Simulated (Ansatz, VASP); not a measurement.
## Two plane-wave programs on Na2B5

```
Na B
1.0
     4.64999    0.00000    0.00000
     0.00000    4.64999    0.00000
     0.00000    0.00000    7.36624
Na B
2 5
Cartesian
  2.3250 2.3250 1.5826
  2.3250 2.3250 5.7836
  1.5536 0.0000 0.0000
  3.0964 0.0000 0.0000
  0.0000 1.5536 0.0000
  0.0000 3.0964 0.0000
  0.0000 0.0000 0.0000
```

Alike in both runs: task relaxation of cell and atoms; functional PBE; k mesh 8 × 8 × 6; occupations gaussian, width 0.1 eV; no spin polarisation.

|  | VASP | Ansatz |
| --- | --- | --- |
| version | VASP 6.6.1 | Ansatz 0.2.0 |
| potentials or method | VASP PAW PBE potentials, release 64 (Na_pv, B), cutoff 600 eV | scalar-relativistic, plane waves, PAW |
| valence electrons in the cell | 29 | 33 |

VASP gave:

* gap on the k mesh at the Fermi level, each at its own relaxed structure (eV): none
* relaxed volume (Å³/atom): 23.42
* relaxed cell length with the largest relative difference (Å): 7.634

Task: Estimate Ansatz's values.

Result: gap on the k mesh at the Fermi level, each at its own relaxed structure (eV): none; relaxed volume (Å³/atom): 23.35; relaxed cell length with the largest relative difference (Å): 7.608.

A gap of «none» marks a metal or a gap that the smearing closes. VASP's potentials hold 29 valence electrons a cell and Ansatz's 33, so a difference there can come from the potentials and not from the codes.
